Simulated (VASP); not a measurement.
**Mg: relaxation of cell and atoms with r2SCAN**

The system is Mg.

```
Mg
1.0
     3.20930    0.00000    0.00000
    -1.60465    2.77934    0.00000
     0.00000    0.00000    5.21030
Mg
2
Direct
  0.33333 0.66667 0.25000
  0.66667 0.33333 0.75000
```

- Program: VASP 6.6.1
- Task: relaxation of cell and atoms
- Functional: r2SCAN
- Potentials or basis: VASP PAW PBE potentials, release 64 (Mg)
- Cutoff: 600 eV
- k mesh: 7 × 7 × 4
- Occupations: fermi-dirac, width 0.1 eV
- Spin: no spin polarisation
- Dipole correction: no
- Further INCAR settings: ALGO = Normal; EDIFF = 1e-06; IBRION = 2; EDIFFG = -0.01; NSW = 80; ISIF = 3

| Item | Value |
| --- | --- |
| Relaxed volume | 22.60 Å³/atom |
| Relaxed cell | a = 3.135 Å, b = 3.135 Å, c = 5.309 Å, α = 90.00°, β = 90.00°, γ = 120.00° |
| Space group after relaxing (to 0.05 Å) | P6_3/mmc (No. 194) |
| Energy gained by relaxing | 7.8 meV/atom |
| Ionic steps | 7 |
| Pressure after relaxing | 0.0 GPa |
| Band gap on the k mesh | zero (band 2 reaches 3.46 eV, above the bottom of band 3 at 1.13 eV) |

Step by step:
```tsv
step	energy change (eV)	largest force (eV/Å)	pressure (GPa)	volume (Å³)
1	0.0000	0.0000	-1.10	46.47
2	-0.0120	0.0000	-0.22	45.40
3	-0.0141	0.0000	0.33	44.81
4	-0.0142	0.0000	0.40	44.74
5	-0.0154	0.0000	0.15	45.03
6	-0.0155	0.0000	-0.02	45.23
7	-0.0155	0.0000	0.02	45.19
```

Final structure:
```
CELL_PARAMETERS angstrom
3.13533 0.00000 0.00000
-1.56766 2.71527 0.00000
0.00000 0.00000 5.30870
ATOMIC_POSITIONS crystal
Mg 0.33333 0.66667 0.25000
Mg 0.66667 0.33333 0.75000
```

Levels at points of the mesh, in eV from the Fermi level:
| k point | band 1 | band 2 | band 3 | band 4 | band 5 | band 6 |
| --- | --- | --- | --- | --- | --- | --- |
| (0.00, 0.00, 0.00) | -7.53 | -2.23 | -1.66 | 12.21 | 12.21 | 12.51 |
| (0.00, 0.00, 0.50) | -6.11 | -6.11 | 4.70 | 4.70 | 12.93 | 12.93 |

Wall time 110 s on 1 thread of Intel(R) Xeon(R) Platinum 8375C CPU @ 2.90GHz (Ice Lake) (shared host), peak memory 0.19 GiB.

Caveat: the PAW data sets were made with another functional, which shifts forces and pressure a little.
